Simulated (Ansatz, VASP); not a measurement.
## Zr in VASP and in Ansatz

The input INCAR:

```
SYSTEM = Zr
  PREC = Accurate
  ENCUT = 520
  EDIFF = 1E-6
  ISMEAR = -1
  SIGMA = 0.1
  LREAL = .FALSE.
  LASPH = .TRUE.
  NELM = 80
  ALGO = Normal
  ISIF = 2
  LWAVE = .FALSE.
  LCHARG = .FALSE.
  GGA = B5
  ALDAX = 1.0
  AGGAX = 1.0
  AGGAC = 1.0
  ALDAC = 0.0
  NBANDS = 12
```

KPOINTS

```
Automatic mesh
0
G
  14 14 14
  0 0 0
```

File POSCAR:

```
Zr
1.0
   -1.8802869391      1.8802869391      1.8802869391
    1.8802869391     -1.8802869391      1.8802869391
    1.8802869391      1.8802869391     -1.8802869391
Zr
1
Direct
    0.0000000000      0.0000000000      0.0000000000
```

Input for Ansatz:

```yaml
crystal:
  lattice:
    - [-1.8802869391, 1.8802869391, 1.8802869391]
    - [1.8802869391, -1.8802869391, 1.8802869391]
    - [1.8802869391, 1.8802869391, -1.8802869391]
  atoms:
    - { symbol: Zr, position: [0.0, 0.0, 0.0] }
hamiltonian:
  xc: blyp
  pseudopotentials:
    kind: paw
    azcp:
      Zr: "pseudopotentials/Zr.paw.azcp"
basis:
  ecutwfc: 420
  fft_grid_basis: typed
kpoints:
  mp_grid: { grid: [14, 14, 14], shift: [0, 0, 0] }
magnetization:
  spin_polarized: false
scf:
  occupations: { method: fermi_dirac, width: 0.1 }
  lower_state_search: "off"
output:
  stress: true
```

Alike in both runs: task single point; functional BLYP; k mesh 14 × 14 × 14; occupations fermi-dirac, width 0.1 eV; no spin polarisation.

|  | VASP | Ansatz |
| --- | --- | --- |
| version | VASP 6.6.1 | Ansatz 0.2.0 |
| potentials or method | VASP PAW PBE potentials, release 64 (Zr_sv), cutoff 520 eV | plane waves (420 eV) with PAW, scalar-relativistic |
| valence electrons in the cell | 12 | 12 |

VASP gave:

| Property | Result |
| --- | --- |
| pressure (GPa) | -7.7 |

Task: What did Ansatz give for the same quantities?

Result: Pressure (GPa): -7.8.

VASP's potentials were made for PBE, not for BLYP.
